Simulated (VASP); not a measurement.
# Cu (Im-3m) in VASP: notebook

Runs on Cu. Level: RPBE. Tasks: single point, relaxation of cell and atoms.

Everything below comes from runs of VASP 6.6.1. Logs are shortened: lines on timing, memory, paths and dates and some standing lists are left out, and cuts for length are marked.

## 1. The cell of the first run

The structure is cubic, space group Im-3m (No. 229). The conventional cell has a = 3.032 Å, b = 3.032 Å, c = 3.032 Å, α = 90.00°, β = 90.00°, γ = 90.00°. Within 3.5 Å of Cu (site symmetry m-3m) lie 14 Cu at 2.63 to 3.03 Å.

## 2. Single point, RPBE (volume scaled by 1.12)

File INCAR:

```
ALGO = Normal ; EDIFF = 1E-7
ENCUT = 520 ; GGA = RP
ISIF = 2 ; ISMEAR = -1
LASPH = T ; LCHARG = T
LELF = T ; LREAL = F
LVHAR = T ; LWAVE = F
NBANDS = 12 ; NELM = 80
PREC = Accurate ; SIGMA = 0.1
```

File KPOINTS:

```
k-points
0
Gamma
  17 17 17
```

File POSCAR:

```
Cu
1.0
   -1.5160524244      1.5160524244      1.5160524244
    1.5160524244     -1.5160524244      1.5160524244
    1.5160524244      1.5160524244     -1.5160524244
Cu
1
Direct
    0.0000000000      0.0000000000      0.0000000000
```

Potentials or basis: VASP PAW PBE potentials, release 64 (Cu).

Started as:

```
$ cat potpaw_PBE.64/Cu/POTCAR > POTCAR
$ mpirun -np 1 vasp_std > vasp.out
```

OUTCAR:

```text
EDIFF = 1E-7
   ENCUT = 520
   GGA = RP
   ISIF = 2
   ISMEAR = -1
   LASPH = T
   LREAL = F
   NELM = 80
   PREC = Accurate

 ion  position               nearest neighbor table
   1  0.000  0.000  0.000-

  LATTYP: Found a body centered cubic cell.
 ALAT       =     3.0321048488

  Lattice vectors:

 A1 = (  -1.5160524244,   1.5160524244,   1.5160524244)
 A2 = (   1.5160524244,  -1.5160524244,   1.5160524244)
 A3 = (   1.5160524244,   1.5160524244,  -1.5160524244)

Analysis of symmetry for initial positions (statically):
=====================================================================
 Subroutine PRICEL returns:
 Original cell was already a primitive cell.

 Routine SETGRP: Setting up the symmetry group for a
 body centered cubic supercell.

 Subroutine GETGRP returns: Found 48 space group operations
 (whereof 48 operations were pure point group operations)
 out of a pool of 48 trial point group operations.

The static configuration has the point symmetry O_h .

Analysis of symmetry for dynamics (positions and initial velocities):
=====================================================================
 Subroutine PRICEL returns:
 Original cell was already a primitive cell.

 Routine SETGRP: Setting up the symmetry group for a
 body centered cubic supercell.

 Subroutine GETGRP returns: Found 48 space group operations
 (whereof 48 operations were pure point group operations)
 out of a pool of 48 trial point group operations.

The dynamic configuration has the point symmetry O_h .

 Subroutine INISYM returns: Found 48 space group operations
 (whereof 48 operations are pure point group operations),
 and found     1 'primitive' translations

----------------------------------------------------------------------------------------

                                     Primitive cell

  volume of cell :      13.9381

  direct lattice vectors                    reciprocal lattice vectors
    -1.516052424  1.516052424  1.516052424     0.000000000  0.329803899  0.329803899
     1.516052424 -1.516052424  1.516052424     0.329803899  0.000000000  0.329803899
     1.516052424  1.516052424 -1.516052424     0.329803899  0.329803899  0.000000000

  length of vectors
     2.625879826  2.625879826  2.625879826     0.466413146  0.466413146  0.466413146

  position of ions in fractional coordinates (direct lattice)
     0.000000000  0.000000000  0.000000000

  ion indices of the primitive-cell ions
   primitive index   ion index
                 1           1

----------------------------------------------------------------------------------------

 KPOINTS: k-points

Automatic generation of k-mesh.
 Grid dimensions read from file:
 generate k-points for:   17   17   17

 Generating k-lattice:

  Cartesian coordinates                     Fractional coordinates (reciprocal lattice)
     0.000000000  0.019400229  0.019400229     0.058823529  0.000000000  0.000000000
     0.019400229  0.000000000  0.019400229     0.000000000  0.058823529  0.000000000
     0.019400229  0.019400229  0.000000000     0.000000000  0.000000000  0.058823529

  Length of vectors
     0.027436067  0.027436067  0.027436067

  Shift w.r.t. Gamma in fractional coordinates (k-lattice)
     0.000000000  0.000000000  0.000000000

 Subroutine IBZKPT returns following result:
 ===========================================

 Found    165 irreducible k-points:

 Following reciprocal coordinates:
            Coordinates               Weight
  0.000000  0.000000  0.000000      1.000000
  0.058824  0.000000  0.000000     12.000000
  0.117647  0.000000  0.000000     12.000000
  0.176471  0.000000  0.000000     12.000000
  0.235294  0.000000  0.000000     12.000000
  0.294118  0.000000  0.000000     12.000000
[... 16 lines left out ...]
  0.411765  0.117647  0.000000     48.000000
  0.176471  0.176471  0.000000     24.000000
 [... further k-points ...]
   k-points           NKPTS =    165   k-points in BZ     NKDIM =    165   number of bands    NBANDS=     12
   number of dos      NEDOS =    301   number of ions     NIONS =      1
   total plane-waves  NPLWV =   8000
   dimension x,y,z NGX =    20 NGY =   20 NGZ =   20
   dimension x,y,z NGXF=    40 NGYF=   40 NGZF=   40
   ions per type =               1
   NGX,Y,Z   is equivalent  to a cutoff of  12.66, 12.66, 12.66 a.u.
   NGXF,Y,Z  is equivalent  to a cutoff of  25.32, 25.32, 25.32 a.u.
 SYSTEM =  unknown system
   PREC   = accura    normal or accurate (medium, high low for compatibility)
   ISTART =      0    job   : 0-new  1-cont  2-samecut
   ICHARG =      2    charge: 1-file 2-atom 10-const
   ISPIN  =      1    spin polarized calculation?
   LNONCOLLINEAR =      F non collinear calculations
   LSORBIT =      F    spin-orbit coupling
   LASPH  =      T    aspherical Exc in radial PAW
   ENCUT  =  520.0 eV  38.22 Ry    6.18 a.u.   4.88  4.88  4.88*2*pi/ulx,y,z
   NELM   =     80;   NELMIN=  2; NELMDL= -5     # of ELM steps
   EDIFF  = 0.1E-06   stopping-criterion for ELM
   LREAL  =      F    real-space projection
   EDIFFG = 0.1E-05   stopping-criterion for IOM
   NSW    =      0    number of steps for IOM
   IBRION =     -1    ionic relax: 0-MD 1-quasi-New 2-CG
   NFREE  =      0    steps in history (QN), initial steepest desc. (CG)
   ISIF   =      2    stress and relaxation
   ISYM   =      2    0-nonsym 1-usesym 2-fastsym
   POTIM  = 0.5000    time-step for ionic-motion
   TEBEG  =    0.0;   TEEND  =   0.0 temperature during run
   PSTRESS=    0.0 pullay stress
   NELECT =      11.0000    total number of electrons
   NUPDOWN=      -1.0000    fix difference up-down
   EMIN   =  10.00;   EMAX   =-10.00  energy-range for DOS
   EFERMI =   0.00;   METHOD = LEGACY
   ISMEAR =    -1;   SIGMA  =   0.10  broadening in eV -4-tet -1-fermi 0-gaus
   EFERMI_NEDOS =   21; number of points for ismear=-14 and -15
   IALGO  =     38    algorithm
   IMIX   =      4    mixing-type and parameters
     AMIX     =   0.40;   BMIX     =  1.00
     AMIX_MAG =   1.60;   BMIX_MAG =  1.00
  volume/ion in A,a.u.               =      13.94        94.06
  Fermi-wavevector in a.u.,A,eV,Ry     =   1.512881  2.858931 31.141147  2.288810
  Thomas-Fermi vector in A             =   2.622747
   LORBIT       =      0    0 simple, 1 ext, 2 COOP (PROOUT), +10 PAW based schemes
   GGA     = RP    functional components
   LHFCALC =     F    Hartree Fock is set to
   AEXX    =    0.0000 exact exchange contribution
   IVDW    =     0    specifies the selected vdW correction
   LEPSILON=     F    determine dielectric tensor
   LRPA    =     F    only Hartree local field effects (RPA)
 non-spin polarized calculation
  energy-cutoff  :      520.00
  volume of cell :       13.94
 maximum number of plane-waves:       386
   NGX =  9   NGY =  9   NGZ =  9

 number of electron      10.9999989 magnetization

 Free energy of the ion-electron system (eV)
  ---------------------------------------------------
  ext. energy  EPLUGINS =         0.00000000
  ---------------------------------------------------
  free energy    TOTEN  =        -3.18070641 eV

  energy without entropy =       -3.17056100  energy(sigma->0) =       -3.17563370

 E-fermi :   5.8639     XC(G=0): -11.6534

 val. band max:        5.8569039782   @ k =  -0.2941   0.4118   0.1765
 cond. band min:       5.8725194030   @ k =  -0.2941   0.4706   0.0588
 fundamental gap:      0.0156154249
 Fermi energy:         5.8639359001

 k-point     1 :       0.0000    0.0000    0.0000
  band No.  band energies     occupation
      1      -2.2842      2.00000
      2       3.2418      2.00000
      3       3.2418      2.00000
      4       3.2418      2.00000
      5       4.0292      2.00000
      6       4.0292      2.00000
      7      29.2652      0.00000
      8      29.2652      0.00000
      9      29.2652      0.00000
     10      30.7765      0.00000
     11      30.7765      0.00000
     12      30.7765      0.00000

 k-point     2 :       0.0588    0.0000    0.0000
  band No.  band energies     occupation
      1      -2.1655      2.00000
      2       3.2228      2.00000
      3       3.2414      2.00000
      4       3.2817      2.00000
      5       4.0108      2.00000
      6       4.0306      2.00000
      7      27.5791      0.00000
      8      28.7664      0.00000
      9      28.8457      0.00000
     10      29.5908      0.00000
     11      29.9230      0.00000
     12      30.2603      0.00000

 k-point     3 :       0.1176    0.0000    0.0000
  band No.  band energies     occupation
      1      -1.8136      2.00000
      2       3.1686      2.00000
      3       3.2363      2.00000
      4       3.3979      2.00000
      5       3.9664      2.00000
      6       4.0351      2.00000
      7      24.6121      0.00000
      8      27.3841      0.00000
      9      27.8871      0.00000
     10      28.0427      0.00000
     11      29.2328      0.00000
     12      30.4765      0.00000
[... 286 lines left out ...]
 k-point    23 :       0.4118    0.1176    0.0000
  band No.  band energies     occupation
      1       1.8781      2.00000
      2       2.7264      2.00000
      3       3.7558      2.00000
      4       3.9804      2.00000
      5       4.2961      2.00000
      6       6.4121      0.00829
      7       9.8481      0.00000
      8      18.3217      0.00000
      9      21.5384      0.00000
     10      26.9698      0.00000
     11      30.5642      0.00000
     12      34.8028      0.00000

 k-point    24 :       0.1765    0.1765    0.0000
  band No.  band energies     occupation
      1       0.6016      2.00000
      2       2.9588      2.00000
      3       2.9857      2.00000
      4       3.8614      2.00000
      5       4.1016      2.00000
      6       4.3452      2.00000
      7      17.9301      0.00000
      8      18.0274      0.00000
      9      23.1596      0.00000
     10      28.4945      0.00000
     11      30.2306      0.00000
     12      33.6662      0.00000

 [... further k-points ...]
[... 5 lines left out ...]
  --------------------------------------------------------------------------------------
  -------------------------------------------------------------------------------------
  Total       -0.8540651     -0.8540651     -0.8540651      0.0000000      0.0000000     -0.0000000
  in kB      -98.1745506    -98.1745506    -98.1745506      0.0000000      0.0000000     -0.0000000
  external PRESSURE =     -98.1745506 kB  Pullay stress =       0.0000000 kB

 VOLUME and BASIS-vectors are now :
 -----------------------------------------------------------------------------
  energy-cutoff  :      520.00
  volume of cell :       13.94
      direct lattice vectors                 reciprocal lattice vectors
    -1.516052424  1.516052424  1.516052424     0.000000000  0.329803899  0.329803899
     1.516052424 -1.516052424  1.516052424     0.329803899  0.000000000  0.329803899
     1.516052424  1.516052424 -1.516052424     0.329803899  0.329803899  0.000000000

 POSITION                                       TOTAL-FORCE (eV/Angst)
 -----------------------------------------------------------------------------------
      0.00000      0.00000      0.00000         0.000000      0.000000      0.000000
 -----------------------------------------------------------------------------------
    total drift:                               -0.000000     -0.000000      0.000000

  FREE ENERGIE OF THE ION-ELECTRON SYSTEM (eV)
  ---------------------------------------------------
  free  energy   TOTEN  =        -3.1807064073 eV

  energy  without entropy=       -3.1705609959  energy(sigma->0) =       -3.17563370
```

It took 16 s on 1 thread of AMD EPYC 9R14 (Zen 4), shared host; peak memory 0.11 GiB.

What came out:

| Property | Result |
| --- | --- |
| Free energy | -3.1807 eV |
| Pressure | -9.8 GPa |

Caveat: the cell differs from its parent crystal (volume scaled by 1.12); the PAW data sets were made with another functional, which shifts forces and pressure a little.

## 3. Relaxation of cell and atoms, RPBE

This run uses another cell than the first one, of 11.81 Å³/atom, 0.847 times its volume.

File INCAR:

```
SYSTEM = Cu
ALGO = Normal
EDIFF = 1E-6
EDIFFG = -0.01
ENCUT = 600
GGA = RP
IBRION = 2
ISIF = 3
ISMEAR = -1
LASPH = .TRUE.
LCHARG = .FALSE.
LREAL = .FALSE.
LWAVE = .FALSE.
NELM = 60
NSW = 80
PREC = Accurate
SIGMA = 0.1
```

File KPOINTS:

```
k-points
0
G
  15 15 15
  0 0 0
```

File POSCAR:

```
Cu
1.0
   -1.4345978267      1.4345978267      1.4345978267
    1.4345978267     -1.4345978267      1.4345978267
    1.4345978267      1.4345978267     -1.4345978267
Cu
1
Direct
    0.0000000000      0.0000000000      0.0000000000
```

Potentials or basis: VASP PAW PBE potentials, release 64 (Cu).

Started as:

```
$ cat potpaw_PBE.64/Cu/POTCAR > POTCAR
$ mpirun -np 1 vasp_std > vasp.out
```

OUTCAR:

```text
SYSTEM = Cu
   EDIFF = 1E-6
   EDIFFG = -0.01
   ENCUT = 600
   GGA = RP
   IBRION = 2
   ISIF = 3
   ISMEAR = -1
   LASPH = .TRUE.
   LREAL = .FALSE.
   NELM = 60
   NSW = 80
   PREC = Accurate

 ion  position               nearest neighbor table
   1  0.000  0.000  0.000-

  LATTYP: Found a body centered cubic cell.
 ALAT       =     2.8691956534

  Lattice vectors:

 A1 = (  -1.4345978267,   1.4345978267,   1.4345978267)
 A2 = (   1.4345978267,  -1.4345978267,   1.4345978267)
 A3 = (   1.4345978267,   1.4345978267,  -1.4345978267)

Analysis of symmetry for initial positions (statically):
=====================================================================
 Subroutine PRICEL returns:
 Original cell was already a primitive cell.

[... 246 lines left out ...]

 E-fermi :   7.0328     XC(G=0): -12.2591

 val. band max:        6.9435408967   @ k =  -0.4000   0.4667   0.0667
 cond. band min:       7.0471229311   @ k =  -0.3333   0.4667   0.0667
 fundamental gap:      0.1035820344
 Fermi energy:         7.0327535010

 k-point     1 :       0.0000    0.0000    0.0000
  band No.  band energies     occupation
      1      -1.8559      2.00000
      2       4.1308      2.00000
      3       4.1308      2.00000
      4       4.1308      2.00000
      5       5.0548      2.00000
      6       5.0548      2.00000
      7      31.5007      0.00000
      8      31.5007      0.00000
      9      31.5007      0.00000
[... 265 lines left out ...]
 k-point    24 :       0.4000    0.2000    0.0000
  band No.  band energies     occupation
      1       2.8807      2.00000
      2       3.5409      2.00000
      3       4.2163      2.00000
      4       5.0128      2.00000
      5       5.2840      2.00000
      6       9.0343      0.00000
      7      11.5190      0.00000
      8      17.0560      0.00000
      9      23.4755      0.00000

 [... further k-points ...]
[... 5 lines left out ...]
  --------------------------------------------------------------------------------------
  -------------------------------------------------------------------------------------
  Total        0.0028923      0.0028923      0.0028923      0.0000000     -0.0000000      0.0000000
  in kB        0.3704319      0.3704319      0.3704319      0.0000000     -0.0000000      0.0000000
  external PRESSURE =       0.3704319 kB  Pullay stress =       0.0000000 kB
[... 16 lines left out ...]
  FREE ENERGIE OF THE ION-ELECTRON SYSTEM (eV)
  ---------------------------------------------------
  free  energy   TOTEN  =        -3.2294698418 eV

  energy  without entropy=       -3.2194305731  energy(sigma->0) =       -3.22445021

 reached required accuracy - stopping structural energy minimisation
```

OSZICAR:

```text
N       E                     dE             d eps       ncg     rms          rms(c)
DAV:   1     0.409387817320E+02    0.40939E+02   -0.62701E+03  2200   0.231E+03
DAV:   2    -0.354751632617E+01   -0.44486E+02   -0.42339E+02  2178   0.210E+02
DAV:   3    -0.400912638732E+01   -0.46161E+00   -0.46052E+00  2500   0.308E+01
[... 23 lines left out ...]
DAV:   3    -0.323338317724E+01    0.73603E-01   -0.53652E-01  2241   0.169E+01    0.451E-01
DAV:   4    -0.322953611219E+01    0.38471E-02   -0.32268E-03  2644   0.731E-01    0.411E-02
DAV:   5    -0.322947880432E+01    0.57308E-04   -0.54083E-04  2422   0.524E-01    0.192E-02
DAV:   6    -0.322946992406E+01    0.88803E-05   -0.19909E-05  2306   0.905E-02    0.652E-04
DAV:   7    -0.322946984180E+01    0.82261E-07   -0.72803E-08  1189   0.356E-03
   3 F= -.32294698E+01 E0= -.32244502E+01  d E =-.163776E-01
```

It took 19 s on 1 thread of AMD EPYC 9R14 (Zen 4), shared host; peak memory 0.11 GiB.

Results:

* Free energy: -3.2295 eV
* Relaxed volume: 12.51 Å³/atom
* Relaxed cell: a = 2.533 Å, b = 2.533 Å, c = 2.533 Å, α = 109.47°, β = 109.47°, γ = 109.47°
* Space group after relaxing (to 0.05 Å): Im-3m (No. 229)
* Energy gained by relaxing: 16.4 meV/atom
* Ionic steps: 3
* Pressure after relaxing: 0.0 GPa

Step by step:
```tsv
step	energy change (eV)	largest force (eV/Å)	pressure (GPa)	volume (Å³)
1	0.0000	0.0000	7.95	11.81
2	-0.0133	0.0000	-2.91	12.84
3	-0.0164	0.0000	0.04	12.51
```

Final structure:
```
Cu
1.0
    -1.46238    1.46238    1.46238
     1.46238   -1.46238    1.46238
     1.46238    1.46238   -1.46238
Cu
1
Cartesian
  0.0000 0.0000 0.0000
```

Caveat: the PAW data sets were made with another functional, which shifts forces and pressure a little.
